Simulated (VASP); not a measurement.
# CdTe (Cmcm) in VASP: notebook, part 2 of 2

VASP 6.6.1. The steps go on from the part before.

**4. Single point, PBEsol (zz strain of +3 %)**

INCAR

```
PREC = Accurate
ENCUT = 520
EDIFF = 1E-6
ISMEAR = -1
SIGMA = 0.05
LREAL = False
LASPH = True
NELM = 80
ALGO = Normal
ISIF = 2
LWAVE = False
LCHARG = True
GGA = PS
LELF = True
LVHAR = True
NBANDS = 26
```

KPOINTS

```
Automatic mesh
0
Gamma
  9 9 6
```

POSCAR

```
CdTe
1.0
    3.0652910000     -3.0946090000      0.0000000000
    3.0652910000      3.0946090000      0.0000000000
    0.0000000000      0.0000000000      6.2733715600
Cd Te
2 2
Direct
    0.2770300000      0.7229700000      0.7500000000
    0.7229700000      0.2770300000      0.2500000000
    0.7661370000      0.2338630000      0.7500000000
    0.2338630000      0.7661370000      0.2500000000
```

Potentials or basis: VASP PAW PBE potentials, release 64 (Cd, Te).

Command:

```sh
$ cat potpaw_PBE.64/Cd/POTCAR potpaw_PBE.64/Te/POTCAR > POTCAR
$ mpirun -np 1 vasp_std > vasp.out
```

OUTCAR:

```text
PREC = Accurate
   ENCUT = 520
   EDIFF = 1E-6
   ISMEAR = -1
   LREAL = False
   LASPH = True
   NELM = 80
   ISIF = 2
   GGA = PS

 ion  position               nearest neighbor table
   1  0.277  0.723  0.750-   3 3.03   3 3.07   3 3.07   4 3.15   4 3.15   3 3.16
   2  0.723  0.277  0.250-   4 3.03   4 3.07   4 3.07   3 3.15   3 3.15   4 3.16
   3  0.766  0.234  0.750-   1 3.03   1 3.07   1 3.07   2 3.15   2 3.15   1 3.16
   4  0.234  0.766  0.250-   2 3.03   2 3.07   2 3.07   1 3.15   1 3.15   2 3.16

  LATTYP: Found a base centered orthorhombic cell.
[... 891 lines left out ...]

 [... further k-points ...]
[... 5 lines left out ...]
  --------------------------------------------------------------------------------------
  -------------------------------------------------------------------------------------
  Total       -2.8496637     -2.9305253     -3.3772417      0.0000000      0.0000000      0.0000000
  in kB      -38.3615105    -39.4500503    -45.4636421      0.0000000      0.0000000      0.0000000
  external PRESSURE =     -41.0917343 kB  Pullay stress =       0.0000000 kB

 VOLUME and BASIS-vectors are now :
 -----------------------------------------------------------------------------
  energy-cutoff  :      520.00
  volume of cell :      119.02
      direct lattice vectors                 reciprocal lattice vectors
     3.065291000 -3.094609000  0.000000000     0.163116650 -0.161571300  0.000000000
     3.065291000  3.094609000  0.000000000     0.163116650  0.161571300  0.000000000
     0.000000000  0.000000000  6.273371560     0.000000000  0.000000000  0.159403917

 POSITION                                       TOTAL-FORCE (eV/Angst)
 -----------------------------------------------------------------------------------
      3.06529      1.38001      4.70503         0.000000      0.049706      0.000000
      3.06529     -1.38001      1.56834         0.000000     -0.049706      0.000000
      3.06529     -1.64718      4.70503         0.000000      0.073806     -0.000000
      3.06529      1.64718      1.56834         0.000000     -0.073806      0.000000
 -----------------------------------------------------------------------------------
    total drift:                                0.000000     -0.000000      0.000000

  FREE ENERGIE OF THE ION-ELECTRON SYSTEM (eV)
  ---------------------------------------------------
  free  energy   TOTEN  =       -10.3298900225 eV

  energy  without entropy=      -10.3140638555  energy(sigma->0) =      -10.32197694
```

OSZICAR:

```text
N       E                     dE             d eps       ncg     rms          rms(c)
DAV:   1     0.219518989963E+03    0.21952E+03   -0.16301E+04  5200   0.123E+03
DAV:   2    -0.513455159627E+00   -0.22003E+03   -0.21302E+03  5712   0.294E+02
DAV:   3    -0.107754858036E+02   -0.10262E+02   -0.10156E+02  6236   0.641E+01
DAV:   4    -0.108924511864E+02   -0.11697E+00   -0.11686E+00  6414   0.574E+00
DAV:   5    -0.108939107509E+02   -0.14596E-02   -0.14595E-02  6056   0.611E-01    0.692E+00
DAV:   6    -0.103558495726E+02    0.53806E+00   -0.11520E+00  5426   0.982E+00    0.588E+00
DAV:   7    -0.103337240240E+02    0.22126E-01   -0.22107E-01  5774   0.240E+00    0.243E+00
DAV:   8    -0.103303625639E+02    0.33615E-02   -0.14797E-02  5548   0.119E+00    0.583E-01
DAV:   9    -0.103298817487E+02    0.48082E-03   -0.21033E-03  5986   0.359E-01    0.746E-02
DAV:  10    -0.103298797860E+02    0.19627E-05   -0.17905E-04  5564   0.122E-01    0.424E-02
DAV:  11    -0.103298939439E+02   -0.14158E-04   -0.54441E-05  5518   0.391E-02    0.302E-02
DAV:  12    -0.103298899812E+02    0.39627E-05   -0.99973E-06  5406   0.188E-02    0.157E-02
DAV:  13    -0.103298900225E+02   -0.41309E-07   -0.83104E-07  3174   0.488E-03
   1 F= -.10329890E+02 E0= -.10321977E+02  d E =-.158262E-01
```

Run time: 80 s. Hardware: 1 thread of Intel Xeon 6975P-C (Granite Rapids), shared host; peak memory 0.41 GiB.

What came out:

* Free energy: -10.3299 eV
* Pressure: -4.1 GPa
* Largest force: 0.074 eV/Å
* Band gap on the k mesh: zero (bands 18 and 19 overlap by 1.22 eV)

Forces on the atoms (eV/Å):
```
Cd   0.000  0.050  0.000
Cd   0.000 -0.050  0.000
Te   0.000  0.074  0.000
Te   0.000 -0.074  0.000
```

Caveat: the cell differs from its parent crystal (zz strain of +3 %); the cell stands under tension; the PAW data sets were made with another functional, which shifts forces and pressure a little; spin-orbit coupling is left out, which moves the levels of the heavy elements.

**5. Single point, PBEsol (equal xx and yy strain of +2 %)**

INCAR

```
SYSTEM = CdTe
PREC = Accurate ; ENCUT = 520
EDIFF = 1E-6 ; ISMEAR = -1
SIGMA = 0.05 ; LREAL = .False.
LASPH = .True. ; NELM = 100
ALGO = Normal ; ISIF = 2
LWAVE = .False. ; LCHARG = .False.
GGA = PS ; NBANDS = 26
```

KPOINTS

```
regular mesh
0
Gamma
  9 9 6
  0 0 0
```

POSCAR

```
CdTe
1.0
    3.1265968200     -3.1565011800      0.0000000000
    3.1265968200      3.1565011800      0.0000000000
    0.0000000000      0.0000000000      6.0906520000
Cd Te
2 2
Direct
    0.2770300000      0.7229700000      0.7500000000
    0.7229700000      0.2770300000      0.2500000000
    0.7661370000      0.2338630000      0.7500000000
    0.2338630000      0.7661370000      0.2500000000
```

Command:

```sh
$ cat potpaw_PBE.64/Cd/POTCAR potpaw_PBE.64/Te/POTCAR > POTCAR
$ mpirun -np 1 vasp_std > vasp.out
```

Wall time 89 s (1 thread of Intel Xeon 6975P-C (Granite Rapids), shared host); peak memory 0.42 GiB.

Results (log left out):

```
Free energy            : -10.2947 eV
Pressure               : -4.4 GPa
Largest force          : 0.087 eV/Å
Band gap on the k mesh : zero (bands 18 and 19 overlap by 1.16 eV)
```

Forces in eV/Å, atoms in the order of the input:
```
Cd   0.000 -0.001  0.000
Cd   0.000  0.001  0.000
Te   0.000  0.087  0.000
Te   0.000 -0.087  0.000
```

Stress tensor (GPa, compression positive):
```
-4.76  0.00  0.00
 0.00 -4.66  0.00
 0.00  0.00 -3.81
```

Levels at points of the mesh, in eV from the Fermi level:
| k point | band 16 | band 17 | band 18 | band 19 | band 20 | band 21 |
| --- | --- | --- | --- | --- | --- | --- |
| (0.00, 0.00, 0.00) | -1.34 | -0.45 | -0.36 | -0.26 | 0.05 | 4.22 |
| (0.00, 0.00, 0.50) | -1.20 | -1.15 | -1.15 | 1.72 | 1.72 | 5.05 |

Caveat: the cell differs from its parent crystal (equal xx and yy strain of +2 %); the cell stands under tension; the PAW data sets were made with another functional, which shifts forces and pressure a little; spin-orbit coupling is left out, which moves the levels of the heavy elements.

**6. Overview**

```tsv
cell	gap on the mesh (eV)	pressure (GPa)	largest force (eV/Å)
a = 4.370, b = 4.370, c = 6.111 Å, angles 90.0, 90.0, 90.5°, 4 atoms	none	-3.4	0.06
a = 4.356, b = 4.356, c = 6.212 Å, angles 90.0, 90.0, 90.5°, 4 atoms	none	-3.8	0.07
a = 4.356, b = 4.356, c = 6.273 Å, angles 90.0, 90.0, 90.5°, 4 atoms	none	-4.1	0.07
a = 4.443, b = 4.443, c = 6.091 Å, angles 90.0, 90.0, 90.5°, 4 atoms	none	-4.4	0.09
```

Alike in all rows: task single point; level PBEsol; potentials or basis VASP PAW PBE potentials, release 64 (Cd, Te); no spin polarisation; k mesh 9 × 9 × 6; cutoff (eV) 520; smearing fermi-dirac 0.05 eV.

Caveats: the cell stands under tension; the PAW data sets were made with another functional, which shifts forces and pressure a little; spin-orbit coupling is left out, which moves the levels of the heavy elements.

Total energies depend on the potentials used, so only differences within one code and one set of settings carry meaning.
